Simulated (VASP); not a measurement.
# AlN: single point with PBEsol

AlN:

```xyz
4
Lattice="3.2202 0.0000 0.0000 -1.6101 2.7888 0.0000 0.0000 0.0000 4.0381" Properties=species:S:1:pos:R:3 pbc="T T T"
Al    0.0000    1.8592    3.0286
Al    1.6101    0.9296    1.0095
N     0.0000    1.8592    1.0095
N     1.6101    0.9296    3.0286
```

This cell differs from its parent crystal: volume 9.066 Å^3 an atom, c/a of the conventional cell 1.2540.

```
Program             : VASP 6.6.1
Task                : single point
Functional          : PBEsol
Potentials or basis : VASP PAW PBE potentials, release 64 (Al, N)
Cutoff              : 520 eV
k mesh              : 9 × 9 × 6
Occupations         : gaussian, width 0.05 eV
Spin                : no spin polarisation
```

- Pressure: 18.7 GPa
- Band gap on the k mesh: 3.88 eV, direct

Stress tensor (GPa, compression positive):
```
19.75  0.00  0.00
 0.00 19.75  0.00
 0.00  0.00 16.73
```

Levels at points of the mesh, in eV from the valence-band top:
| k point | band 6 | band 7 | band 8 | band 9 | band 10 | band 11 |
| --- | --- | --- | --- | --- | --- | --- |
| (0.00, 0.00, 0.00) | -1.76 | -1.76 | 0.00 | 3.88 | 5.10 | 8.62 |
| (0.00, 0.00, 0.50) | -2.70 | -2.70 | -2.70 | 6.16 | 6.16 | 8.73 |

Wall time 15 s on 1 thread of AMD EPYC 9R14 (Zen 4) (shared host), peak memory 0.12 GiB.

Caveat: the PAW data sets were made with another functional, which shifts forces and pressure a little. A k mesh can miss the band edges.
